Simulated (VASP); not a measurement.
A run of VASP 6.6.1:

File POSCAR:

```
PbO2
1.0
    0.0000000000      2.7019920000      2.7019920000
    2.7019920000      0.0000000000      2.7019920000
    2.7019920000      2.7019920000      0.0000000000
Pb O
1 2
Direct
    0.0000000000      0.0000000000      0.0000000000
    0.7500000000      0.7500000000      0.7500000000
    0.2500000000      0.2500000000      0.2500000000
```

INCAR.step1

```
PREC     = Accurate       # precision mode
ENCUT    = 520            # plane-wave cutoff, eV
EDIFF    = 1E-5           # SCF threshold, eV
ISMEAR   = -1             # smearing method
SIGMA    = 0.05           # smearing width, eV
LREAL    = False          # projectors in reciprocal space
LASPH    = True           # aspherical terms in the spheres
NELM     = 100            # most SCF steps
ALGO     = Normal         # electronic algorithm
ISIF     = 2              # what is computed and relaxed
LWAVE    = True           # write WAVECAR
LCHARG   = False          # write CHGCAR
NBANDS   = 20             # bands
GGA      = PE             # functional
```

File INCAR.step2:

```
PREC     = Accurate       # precision mode
ENCUT    = 520            # plane-wave cutoff, eV
EDIFF    = 1E-7           # SCF threshold, eV
ISMEAR   = -1             # smearing method
SIGMA    = 0.05           # smearing width, eV
LREAL    = False          # projectors in reciprocal space
LASPH    = True           # aspherical terms in the spheres
NELM     = 100            # most SCF steps
ALGO     = Normal         # electronic algorithm
ISIF     = 2              # what is computed and relaxed
LWAVE    = False          # write WAVECAR
LCHARG   = False          # write CHGCAR
METAGGA  = R2SCAN         # meta-GGA
LHFCALC  = True           # exact exchange
AEXX     = 0.1            # exact-exchange fraction
LMIXTAU  = True         
PRECFOCK = Normal       
NBANDS   = 20             # bands
ISTART   = 1
```

File KPOINTS:

```
regular mesh
0
Gamma
  5 5 5
```

Potentials or basis: VASP PAW PBE potentials, release 64 (Pb_d, O).

Launch:

```console
$ cat potpaw_PBE.64/Pb_d/POTCAR potpaw_PBE.64/O/POTCAR > POTCAR
$ cp INCAR.step1 INCAR
$ mpirun -np 1 vasp_std > vasp.out
$ cp INCAR.step2 INCAR
$ mpirun -np 1 vasp_std > vasp.out
```

Hardware: 1 thread of Intel Xeon 8259CL, on a shared host.

Estimate the wall time of this run.

It took 63 min on 1 thread of Intel Xeon 8259CL (shared host), peak memory 0.19 GiB. Counts: k points 10.
